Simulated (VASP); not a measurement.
A run of VASP 6.6.1:

INCAR

```
PREC     = Accurate       # precision mode
ENCUT    = 520            # plane-wave cutoff, eV
EDIFF    = 1E-8           # SCF threshold, eV
ISMEAR   = 0              # smearing method
SIGMA    = 0.01           # smearing width, eV
LREAL    = F              # projectors in reciprocal space
LASPH    = T              # aspherical terms in the spheres
NELM     = 60             # most SCF steps
ALGO     = Normal         # electronic algorithm
ISIF     = 2              # what is computed and relaxed
LWAVE    = F              # write WAVECAR
LCHARG   = T              # write CHGCAR
GGA      = PS             # functional
NBANDS   = 11             # bands
IBRION   = 8              # ionic algorithm
NSW      = 1              # ionic steps
LEPSILON = T              # dielectric tensor by DFPT
```

KPOINTS

```
regular mesh
0
Gamma
  8 8 8
```

The input POSCAR:

```
MgO
1.0
    0.0000000000      2.1071401427      2.1071401427
    2.1071401427      0.0000000000      2.1071401427
    2.1071401427      2.1071401427      0.0000000000
Mg O
1 1
Direct
    0.0000000000      0.0000000000      0.0000000000
    0.5000000000      0.5000000000      0.5000000000
```

Potentials or basis: VASP PAW PBE potentials, release 64 (Mg, O).

Launch:

```bash
$ cat potpaw_PBE.64/Mg/POTCAR potpaw_PBE.64/O/POTCAR > POTCAR
$ mpirun -np 1 vasp_std > vasp.out
```

Hardware: 1 thread of Intel(R) Xeon(R) 6975P-C (Granite Rapids) (shared host).

Task: Estimate the wall time of this run.

Result: It took 47 s on 1 thread of Intel(R) Xeon(R) 6975P-C (Granite Rapids), with other jobs on the host, peak memory 0.17 GiB. Counts: scf iterations 101, k points 29.
